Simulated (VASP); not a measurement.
Input of a VASP 6.6.1 run:

The input INCAR:

```
PREC = Accurate
ENCUT = 520
EDIFF = 1E-7
ISMEAR = 0
SIGMA = 0.05
LREAL = False
LASPH = True
NELM = 80
ALGO = Normal
ISIF = 2
LWAVE = False
LCHARG = False
GGA = PS
NBANDS = 14
```

Contents of KPOINTS:

```
regular mesh
0
Gamma
  8 8 8
```

The input POSCAR:

```
NaCl
1.0
    0.0000000000      2.7184800000      3.0582900000
    2.7184800000      0.0000000000      3.0582900000
    2.7184800000      2.7184800000      0.0000000000
Na Cl
1 1
Direct
    0.0000000000      0.0000000000      0.0000000000
    0.5000000000      0.5000000000      0.5000000000
```

Potentials or basis: VASP PAW PBE potentials, release 64 (Na_pv, Cl).

The run is started by

```console
$ cat potpaw_PBE.64/Na_pv/POTCAR potpaw_PBE.64/Cl/POTCAR > POTCAR
$ mpirun -np 1 vasp_std > vasp.out
```

(1) Estimate the band gap on the k mesh.

(2) Predict the pressure.

Results:

(1) 4.90 eV.

(2) 0.1 GPa.

Caveat: the cell differs from its parent crystal (strain -0.040 along x and y, +0.080 along z); the PAW data sets were made with another functional, which shifts forces and pressure a little.
